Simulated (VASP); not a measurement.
Wanted: the native input for a VASP 6.6.1 run.

- Task: single point
- Functional: LDA
- Potentials or basis: VASP PAW LDA potentials, release 64 (I)
- Cutoff: 520 eV
- k mesh: 8 × 8 × 4
- Occupations: gaussian, width 0.02 eV
- Spin: no spin polarisation
- Dipole correction: no
- Further INCAR settings: ALGO = Normal; EDIFF = 1e-06; NBANDS = 22

The structure of I lies in POSCAR:

```
I
1.0
    3.5814898485     -2.1601256360      0.0000000000
    3.5814898485      2.1601256360      0.0000000000
    0.0000000000      0.0000000000      9.5340800987
I
4
Direct
    0.8211372338      0.1788627662      0.8769060529
    0.3211372338      0.6788627662      0.6230939471
    0.1788627662      0.8211372338      0.1230939471
    0.6788627662      0.3211372338      0.3769060529
```

These files were run (other wordings do the same):

INCAR

```
SYSTEM = I
PREC = Accurate
ENCUT = 520
EDIFF = 1E-6
ISMEAR = 0
SIGMA = 0.02
LREAL = .False.
LASPH = .True.
NELM = 100
ALGO = Normal
ISIF = 2
LWAVE = .False.
LCHARG = .True.
GGA = CA
LELF = .True.
LVHAR = .True.
NBANDS = 22
```

KPOINTS

```
regular mesh
0
Gamma
  8 8 4
  0 0 0
```

Potentials or basis: VASP PAW LDA potentials, release 64 (I).

Command:

```bash
$ cat potpaw_LDA.64/I/POTCAR > POTCAR
$ mpirun -np 1 vasp_std > vasp.out
```

Results of the run:

| Quantity | Value |
| --- | --- |
| Pressure | 0.0 GPa |
| Largest force | 0.009 eV/Å |
| Band gap on the k mesh | 0.69 eV (least direct gap 1.06 eV) |

Caveat: semilocal functionals underestimate gaps, and a narrow one can read as zero; spin-orbit coupling is left out, which moves the levels of the heavy elements.

It took 73 s on 1 thread of Oxide Virtual Turin-like Processor, with other jobs on the host, peak memory 0.26 GiB.
